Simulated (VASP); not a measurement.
Here is a VASP 6.6.1 calculation.

File INCAR:

```
ALGO = Normal ; EDIFF = 1E-6
ENCUT = 520 ; ISIF = 2
ISMEAR = 0 ; LASPH = True
LCHARG = True ; LELF = True
LREAL = False ; LVHAR = True
LWAVE = False ; NBANDS = 24
NELM = 80 ; PREC = Accurate
SIGMA = 0.05
```

The input KPOINTS:

```
k-points
0
Gamma
  6 6 6
```

POSCAR

```
ScF3
1.0
    4.0124500000      0.0000000000      0.0000000000
    0.0000000000      4.0124500000      0.0000000000
    0.0000000000      0.0000000000      4.0124500000
Sc F
1 3
Direct
   -0.0373836434      0.0000000000      0.0000000000
    0.5000000000      0.0000000000      0.0000000000
    0.0000000000      0.5000000000      0.0000000000
    0.0000000000      0.0000000000      0.5000000000
```

Potentials or basis: VASP PAW LDA potentials, release 64 (Sc_sv, F).

Command:

```bash
$ cat potpaw_LDA.64/Sc_sv/POTCAR potpaw_LDA.64/F/POTCAR > POTCAR
$ mpirun -np 1 vasp_std > vasp.out
```

Task: Estimate the band gap on the k mesh.

Result: 6.22 eV, indirect (least direct gap 6.77 eV).

Task: Estimate the largest force.

Result: 1.751 eV/Å.

Forces in eV/Å, atoms in the order of the input:
```
Sc   1.751  0.000  0.000
F   -1.620  0.000  0.000
F   -0.065  0.000  0.000
F   -0.065  0.000  0.000
```

Caveat: the cell differs from its parent crystal (all Sc atoms moved -0.150 Å, as atom 1 along Cartesian [1 0 0]); forces of over 1 eV/Å act on the atoms, so gaps and moduli don't describe the material at rest. A k mesh can miss the band edges.
